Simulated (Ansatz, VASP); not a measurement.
Lu: VASP beside Ansatz

```
Lu
1.0
     0.00000    2.46896    2.46896
     2.46896    0.00000    2.46896
     2.46896    2.46896    0.00000
Lu
1
Cartesian
  0.0000 0.0000 0.0000
```

Change from the starting cell: volume scaled by 1.04, PAW files.

Alike in both runs: task electric field gradients; functional PBE; k mesh 15 × 15 × 15; occupations fermi-dirac, width 0.05 eV; no spin polarisation.

|  | VASP | Ansatz |
| --- | --- | --- |
| version | VASP 6.6.1 | Ansatz 0.2.0 |
| potentials or method | VASP PAW PBE potentials, release 64 (Lu) | PAW with Ansatz's default frozen-core files, scalar-relativistic |
| plane-wave cutoff (eV) | 520 | 420 |
| valence electrons in the cell | 25 | 25 |

Ansatz gave:

| Quantity | Value |
| --- | --- |
| pressure (GPa) | -1.5 |

**Question.** What did VASP give for the same quantities?

**Answer.** Pressure (GPa): -1.4.

Spin-orbit coupling is off throughout.
